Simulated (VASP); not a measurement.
## W: single point with PBE

The system is W.

```xyz
1
Lattice="-1.5923 1.5923 1.5923 1.5923 -1.5923 1.5923 1.5923 1.5923 -1.5923" Properties=species:S:1:pos:R:3 pbc="T T T"
W     0.0000    0.0000    0.0000
```

* Program: VASP 6.6.1
* Task: single point
* Functional: PBE
* Potentials or basis: VASP PAW PBE potentials, release 64 (W_sv)
* Cutoff: 520 eV
* k mesh: 12 × 12 × 12
* Occupations: gaussian, width 0.1 eV
* Spin: no spin polarisation

```json
{"Pressure": "0.5 GPa", "Band gap on the k mesh": "zero (band 7 reaches 16.20 eV, above the bottom of band 8 at 9.97 eV)"}
```

Levels at points of the mesh, in eV from the Fermi level:
| k point | band 4 | band 5 | band 6 | band 7 | band 8 | band 9 | band 10 | band 11 |
| --- | --- | --- | --- | --- | --- | --- | --- | --- |
| (0.00, 0.00, 0.00) | -37.70 | -9.43 | -1.10 | -1.10 | -1.10 | 2.32 | 2.32 | 14.58 |
| (0.50, 0.00, 0.00) | -37.71 | -6.05 | -3.38 | 0.72 | 2.20 | 3.16 | 6.09 | 10.89 |
| (0.50, 0.50, 0.50) | -38.55 | -5.58 | -5.58 | 5.13 | 5.13 | 5.13 | 8.20 | 8.20 |

It took 7 s on 1 thread of Intel(R) Xeon(R) 6975P-C (Granite Rapids), with other jobs on the host, peak memory 0.14 GiB.

Caveat: spin-orbit coupling is left out, which moves the levels of the heavy elements.
